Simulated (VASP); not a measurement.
# Sr (Fm-3m) in VASP: notebook

Sr is run at these levels: r2SCAN; tasks: single point.

All numbers are computed with VASP 6.6.1; they aren't measurements. Logs are shortened: lines on timing, memory, paths and dates and some standing lists are left out, and cuts for length are marked.

## 1. The cell of the first run

The structure is cubic, space group Fm-3m (No. 225). Conventional cell: a = 5.993 Å, b = 5.993 Å, c = 5.993 Å, α = 90.00°, β = 90.00°, γ = 90.00°. Within 5.6 Å of Sr (site symmetry m-3m) lie 12 Sr at 4.24 Å.

## 2. Single point, r2SCAN

The input, POSCAR:

```
Sr
1.0
    0.0000000000      2.9965272522      2.9965272522
    2.9965272522      0.0000000000      2.9965272522
    2.9965272522      2.9965272522      0.0000000000
Sr
1
Direct
    0.0000000000      0.0000000000      0.0000000000
```

The input, INCAR.step1:

```
SYSTEM = Sr
  PREC = Accurate
  ENCUT = 520
  ISMEAR = -1
  SIGMA = 0.1
  LREAL = .FALSE.
  LASPH = .TRUE.
  NELM = 60
  NBANDS = 11
  GGA = PE
  ALGO = Normal
  EDIFF = 1E-4
  LWAVE = .TRUE.
  LCHARG = .FALSE.
```

The input, INCAR.step2:

```
SYSTEM = Sr
  PREC = Accurate
  ENCUT = 520
  EDIFF = 1E-6
  ISMEAR = -1
  SIGMA = 0.1
  LREAL = .FALSE.
  LASPH = .TRUE.
  NELM = 60
  ALGO = Normal
  ISIF = 2
  LWAVE = .FALSE.
  LCHARG = .FALSE.
  METAGGA = R2SCAN
  LMIXTAU = .TRUE.
  NBANDS = 11
  ISTART = 1
```

The input, KPOINTS:

```
regular mesh
0
G
  10 10 10
  0 0 0
```

Potentials or basis: VASP PAW PBE potentials, release 64 (Sr_sv).

Run with:

```
$ cat potpaw_PBE.64/Sr_sv/POTCAR > POTCAR
$ cp INCAR.step1 INCAR
$ mpirun -np 1 vasp_std > vasp.out
$ cp INCAR.step2 INCAR
$ mpirun -np 1 vasp_std > vasp.out
```

OUTCAR:

```text
SYSTEM = Sr
   PREC = Accurate
   ENCUT = 520
   EDIFF = 1E-6
   ISMEAR = -1
   LREAL = .FALSE.
   LASPH = .TRUE.
   NELM = 60
   ISIF = 2
   METAGGA = R2SCAN
   ISTART = 1

 ion  position               nearest neighbor table
   1  0.000  0.000  0.000-

  LATTYP: Found a face centered cubic cell.
 ALAT       =     5.9930545044

  Lattice vectors:

 A1 = (   0.0000000000,   2.9965272522,   2.9965272522)
 A2 = (   2.9965272522,   0.0000000000,   2.9965272522)
 A3 = (   2.9965272522,   2.9965272522,   0.0000000000)

Analysis of symmetry for initial positions (statically):
=====================================================================
 Subroutine PRICEL returns:
 Original cell was already a primitive cell.

 Routine SETGRP: Setting up the symmetry group for a
 face centered cubic supercell.

 Subroutine GETGRP returns: Found 48 space group operations
 (whereof 48 operations were pure point group operations)
 out of a pool of 48 trial point group operations.

The static configuration has the point symmetry O_h .

Analysis of symmetry for dynamics (positions and initial velocities):
=====================================================================
 Subroutine PRICEL returns:
 Original cell was already a primitive cell.

 Routine SETGRP: Setting up the symmetry group for a
 face centered cubic supercell.

 Subroutine GETGRP returns: Found 48 space group operations
 (whereof 48 operations were pure point group operations)
 out of a pool of 48 trial point group operations.

The dynamic configuration has the point symmetry O_h .

 Subroutine INISYM returns: Found 48 space group operations
 (whereof 48 operations are pure point group operations),
 and found     1 'primitive' translations

----------------------------------------------------------------------------------------

                                     Primitive cell

  volume of cell :      53.8127

  direct lattice vectors                    reciprocal lattice vectors
     0.000000000  2.996527252  2.996527252    -0.166859821  0.166859821  0.166859821
     2.996527252  0.000000000  2.996527252     0.166859821 -0.166859821  0.166859821
     2.996527252  2.996527252  0.000000000     0.166859821  0.166859821 -0.166859821

  length of vectors
     4.237729480  4.237729480  4.237729480     0.289009687  0.289009687  0.289009687

  position of ions in fractional coordinates (direct lattice)
     0.000000000  0.000000000  0.000000000

  ion indices of the primitive-cell ions
   primitive index   ion index
                 1           1

----------------------------------------------------------------------------------------

 KPOINTS: regular mesh

Automatic generation of k-mesh.
 Grid dimensions read from file:
 generate k-points for:   10   10   10

 Generating k-lattice:

  Cartesian coordinates                     Fractional coordinates (reciprocal lattice)
    -0.016685982  0.016685982  0.016685982     0.100000000  0.000000000  0.000000000
     0.016685982 -0.016685982  0.016685982     0.000000000  0.100000000  0.000000000
     0.016685982  0.016685982 -0.016685982     0.000000000  0.000000000  0.100000000

  Length of vectors
     0.028900969  0.028900969  0.028900969

  Shift w.r.t. Gamma in fractional coordinates (k-lattice)
     0.000000000  0.000000000  0.000000000

 Subroutine IBZKPT returns following result:
 ===========================================

 Found     47 irreducible k-points:

 Following reciprocal coordinates:
            Coordinates               Weight
  0.000000  0.000000  0.000000      1.000000
  0.100000  0.000000  0.000000      8.000000
  0.200000  0.000000  0.000000      8.000000
  0.300000  0.000000  0.000000      8.000000
  0.400000  0.000000  0.000000      8.000000
  0.500000  0.000000  0.000000      4.000000
[... 16 lines left out ...]
  0.300000  0.300000  0.000000      6.000000
  0.400000  0.300000  0.000000     24.000000
 [... further k-points ...]
   k-points           NKPTS =     47   k-points in BZ     NKDIM =     47   number of bands    NBANDS=     11
   number of dos      NEDOS =    301   number of ions     NIONS =      1
   total plane-waves  NPLWV =  32768
   dimension x,y,z NGX =    32 NGY =   32 NGZ =   32
   dimension x,y,z NGXF=    64 NGYF=   64 NGZF=   64
   ions per type =               1
   NGX,Y,Z   is equivalent  to a cutoff of  12.55, 12.55, 12.55 a.u.
   NGXF,Y,Z  is equivalent  to a cutoff of  25.11, 25.11, 25.11 a.u.
 SYSTEM =  Sr
   PREC   = accura    normal or accurate (medium, high low for compatibility)
   ISTART =      1    job   : 0-new  1-cont  2-samecut
   ICHARG =      0    charge: 1-file 2-atom 10-const
   ISPIN  =      1    spin polarized calculation?
   LNONCOLLINEAR =      F non collinear calculations
   LSORBIT =      F    spin-orbit coupling
   LASPH  =      T    aspherical Exc in radial PAW
   ENCUT  =  520.0 eV  38.22 Ry    6.18 a.u.   7.88  7.88  7.88*2*pi/ulx,y,z
   NELM   =     60;   NELMIN=  2; NELMDL=  0     # of ELM steps
   EDIFF  = 0.1E-05   stopping-criterion for ELM
   LREAL  =      F    real-space projection
   EDIFFG = 0.1E-04   stopping-criterion for IOM
   NSW    =      0    number of steps for IOM
   IBRION =     -1    ionic relax: 0-MD 1-quasi-New 2-CG
   NFREE  =      0    steps in history (QN), initial steepest desc. (CG)
   ISIF   =      2    stress and relaxation
   ISYM   =      2    0-nonsym 1-usesym 2-fastsym
   POTIM  = 0.5000    time-step for ionic-motion
   TEBEG  =    0.0;   TEEND  =   0.0 temperature during run
   PSTRESS=    0.0 pullay stress
   NELECT =      10.0000    total number of electrons
   NUPDOWN=      -1.0000    fix difference up-down
   EMIN   =  10.00;   EMAX   =-10.00  energy-range for DOS
   EFERMI =   0.00;   METHOD = LEGACY
   ISMEAR =    -1;   SIGMA  =   0.10  broadening in eV -4-tet -1-fermi 0-gaus
   EFERMI_NEDOS =   21; number of points for ismear=-14 and -15
   IALGO  =     38    algorithm
   IMIX   =      4    mixing-type and parameters
     AMIX     =   0.40;   BMIX     =  1.00
     AMIX_MAG =   1.60;   BMIX_MAG =  1.00
  volume/ion in A,a.u.               =      53.81       363.15
  Fermi-wavevector in a.u.,A,eV,Ry     =   0.934214  1.765409 11.874576  0.872757
  Thomas-Fermi vector in A             =   2.060996
   LORBIT       =      0    0 simple, 1 ext, 2 COOP (PROOUT), +10 PAW based schemes
   METAGGA = R2SCAN    functional components
   LHFCALC =     F    Hartree Fock is set to
   AEXX    =    0.0000 exact exchange contribution
   IVDW    =     0    specifies the selected vdW correction
   LEPSILON=     F    determine dielectric tensor
   LRPA    =     F    only Hartree local field effects (RPA)
 non-spin polarized calculation
  energy-cutoff  :      520.00
  volume of cell :       53.81
 maximum number of plane-waves:      1467
   NGX = 15   NGY = 15   NGZ = 15

 number of electron      10.0000000 magnetization

 Free energy of the ion-electron system (eV)
  ---------------------------------------------------
  ext. energy  EPLUGINS =         0.00000000
  ---------------------------------------------------
  free energy    TOTEN  =       -15.11439251 eV

  energy without entropy =      -15.07508869  energy(sigma->0) =      -15.09474060

 E-fermi :   1.6780     XC(G=0):  -7.8621

 val. band max:        1.6764030105   @ k =   0.5000   0.0000   0.0000
 cond. band min:       1.7201431482   @ k =  -0.3000   0.4000   0.2000
 fundamental gap:      0.0437401376
 Fermi energy:         1.6779560616

 k-point     1 :       0.0000    0.0000    0.0000
  band No.  band energies     occupation
      1     -36.2927      2.00000
      2     -17.5478      2.00000
      3     -17.5478      2.00000
      4     -17.5478      2.00000
      5      -2.1849      2.00000
      6       4.4090      0.00000
      7       4.4090      0.00000
      8       4.4090      0.00000
      9       5.9910      0.00000
     10       5.9910      0.00000
     11       9.2622      0.00000

 k-point     2 :       0.1000    0.0000    0.0000
  band No.  band energies     occupation
      1     -36.2911      2.00000
      2     -17.5696      2.00000
      3     -17.5506      2.00000
      4     -17.5506      2.00000
      5      -2.0124      2.00000
      6       4.1199      0.00000
      7       4.4871      0.00000
      8       4.4871      0.00000
      9       5.8807      0.00000
     10       5.8807      0.00000
     11       9.7093      0.00000

 k-point     3 :       0.2000    0.0000    0.0000
  band No.  band energies     occupation
      1     -36.2869      2.00000
      2     -17.6258      2.00000
      3     -17.5580      2.00000
      4     -17.5580      2.00000
      5      -1.5184      2.00000
      6       3.4899      0.00000
      7       4.5886      0.00000
      8       4.5886      0.00000
      9       5.8015      0.00000
     10       5.8015      0.00000
     11       9.5229      0.00000

 k-point     4 :       0.3000    0.0000    0.0000
  band No.  band energies     occupation
      1     -36.2817      2.00000
      2     -17.6942      2.00000
      3     -17.5671      2.00000
      4     -17.5671      2.00000
      5      -0.7763      2.00000
      6       2.7948      0.00003
      7       4.4682      0.00000
      8       4.4682      0.00000
      9       6.1565      0.00000
     10       6.1565      0.00000
     11       8.7005      0.00000

 k-point     5 :       0.4000    0.0000    0.0000
  band No.  band energies     occupation
      1     -36.2774      2.00000
      2     -17.7485      2.00000
      3     -17.5745      2.00000
      4     -17.5745      2.00000
      5       0.0703      2.00000
      6       2.1186      0.02409
      7       4.2794      0.00000
      8       4.2794      0.00000
      9       6.7653      0.00000
     10       6.7653      0.00000
     11       8.2274      0.00000
[... 211 lines left out ...]
 k-point    21 :      -0.3000    0.2000    0.0000
  band No.  band energies     occupation
      1     -36.2758      2.00000
      2     -17.7164      2.00000
      3     -17.6298      2.00000
      4     -17.5774      2.00000
      5       0.2936      2.00000
      6       2.4672      0.00075
      7       3.3150      0.00000
      8       4.7500      0.00000
      9       5.9371      0.00000
     10       7.3818      0.00000
     11       8.3796      0.00000

 k-point    22 :      -0.2000    0.2000    0.0000
  band No.  band energies     occupation
      1     -36.2799      2.00000
      2     -17.6833      2.00000
      3     -17.6088      2.00000
      4     -17.5661      2.00000
      5      -0.5157      2.00000
      6       2.9133      0.00001
      7       3.7334      0.00000
      8       4.9399      0.00000
      9       5.3193      0.00000
     10       6.9162      0.00000
     11       9.3121      0.00000

 k-point    23 :       0.3000    0.3000    0.0000
  band No.  band energies     occupation
      1     -36.2780      2.00000
      2     -17.6872      2.00000
      3     -17.5999      2.00000
      4     -17.5999      2.00000
      5      -0.3523      2.00000
      6       2.7135      0.00006
      7       3.6179      0.00000
      8       5.4457      0.00000
      9       5.4457      0.00000
     10       6.6635      0.00000
     11      10.3635      0.00000

 k-point    24 :       0.4000    0.3000    0.0000
  band No.  band energies     occupation
      1     -36.2747      2.00000
      2     -17.7162      2.00000
      3     -17.6157      2.00000
      4     -17.6088      2.00000
      5       0.2477      2.00000
      6       2.4588      0.00081
      7       3.1962      0.00000
      8       5.5917      0.00000
      9       5.9615      0.00000
     10       6.9998      0.00000
     11       8.8971      0.00000

 [... further k-points ...]

------------------------ aborting loop because EDIFF is reached ----------------------------------------

  FORCE on cell =-STRESS in cart. coord.  units (eV):
  Direction    XX          YY          ZZ          XY          YZ          ZX
  --------------------------------------------------------------------------------------
  -------------------------------------------------------------------------------------
  Total        0.2483775      0.2483775      0.2483775      0.0000000      0.0000000      0.0000000
  in kB        7.3949980      7.3949980      7.3949980      0.0000000      0.0000000      0.0000000
  external PRESSURE =       7.3949980 kB  Pullay stress =       0.0000000 kB

 VOLUME and BASIS-vectors are now :
 -----------------------------------------------------------------------------
  energy-cutoff  :      520.00
  volume of cell :       53.81
      direct lattice vectors                 reciprocal lattice vectors
     0.000000000  2.996527252  2.996527252    -0.166859821  0.166859821  0.166859821
     2.996527252  0.000000000  2.996527252     0.166859821 -0.166859821  0.166859821
     2.996527252  2.996527252  0.000000000     0.166859821  0.166859821 -0.166859821

 POSITION                                       TOTAL-FORCE (eV/Angst)
 -----------------------------------------------------------------------------------
      0.00000      0.00000      0.00000        -0.000000     -0.000000      0.000000
 -----------------------------------------------------------------------------------
    total drift:                                0.000000      0.000000      0.000000

  FREE ENERGIE OF THE ION-ELECTRON SYSTEM (eV)
  ---------------------------------------------------
  free  energy   TOTEN  =       -15.1143925094 eV

  energy  without entropy=      -15.0750886916  energy(sigma->0) =      -15.09474060
```

Run time: 55 s. Hardware: 1 thread of AMD EPYC 9R45 (Zen 5), shared host; peak memory 0.17 GiB.

Results:

```yaml
Free_energy: -15.1144 eV
Pressure: 0.7 GPa
Band_gap_on_the_k_mesh: zero (bands 5 and 6 overlap by 0.06 eV)
```

Caveat: the PAW data sets were made with another functional, which shifts forces and pressure a little.

## 3. Single point, r2SCAN

This run uses another cell than the first one, of 55.46 Å³/atom.

The input, POSCAR:

```
Sr
1.0
    0.0000000000      3.0267972530      3.0267972530
    3.0267972530      0.0000000000      3.0267972530
    3.0267972530      3.0267972530      0.0000000000
Sr
1
Direct
    0.0000000000      0.0000000000      0.0000000000
```

The input, INCAR.step1:

```
SYSTEM = Sr
PREC = Accurate ; ENCUT = 520
ISMEAR = -1 ; SIGMA = 0.1
LREAL = .False. ; LASPH = .True.
NELM = 60 ; NBANDS = 11
GGA = PE ; ALGO = Normal
EDIFF = 1E-4 ; LWAVE = .True.
LCHARG = .False.
```

The input, INCAR.step2:

```
SYSTEM = Sr
PREC = Accurate ; ENCUT = 520
EDIFF = 1E-6 ; ISMEAR = -1
SIGMA = 0.1 ; LREAL = .False.
LASPH = .True. ; NELM = 60
ALGO = Normal ; ISIF = 2
LWAVE = .False. ; LCHARG = .False.
METAGGA = R2SCAN ; LMIXTAU = .True.
NBANDS = 11 ; ISTART = 1
```

The input, KPOINTS:

```
regular mesh
0
Gamma
  10 10 10
  0 0 0
```

Potentials or basis: VASP PAW PBE potentials, release 64 (Sr_sv).

Run with:

```
$ cat potpaw_PBE.64/Sr_sv/POTCAR > POTCAR
$ cp INCAR.step1 INCAR
$ mpirun -np 1 vasp_std > vasp.out
$ cp INCAR.step2 INCAR
$ mpirun -np 1 vasp_std > vasp.out
```

It took 54 s on 1 thread of AMD EPYC 9R45 (Zen 5), shared host; peak memory 0.17 GiB.

Results (log left out):

```
Free energy            : -15.1200 eV
Pressure               : 0.3 GPa
Band gap on the k mesh : zero (bands 5 and 6 overlap by 0.09 eV)
```

Levels at points of the mesh, in eV from the Fermi level:
```
           k point  band 2  band 3  band 4  band 5  band 6  band 7  band 8  band 9
(0.00, 0.00, 0.00)  -19.29  -19.29  -19.29   -3.81    2.70    2.70    2.70    4.24
(0.50, 0.00, 0.00)  -19.49  -19.31  -19.31   -1.05   -0.04    2.50    2.50    5.31
(0.50, 0.50, 0.00)  -19.47  -19.36  -19.36   -0.58    0.51    1.04    5.31    5.62
```

Caveat: the PAW data sets were made with another functional, which shifts forces and pressure a little.
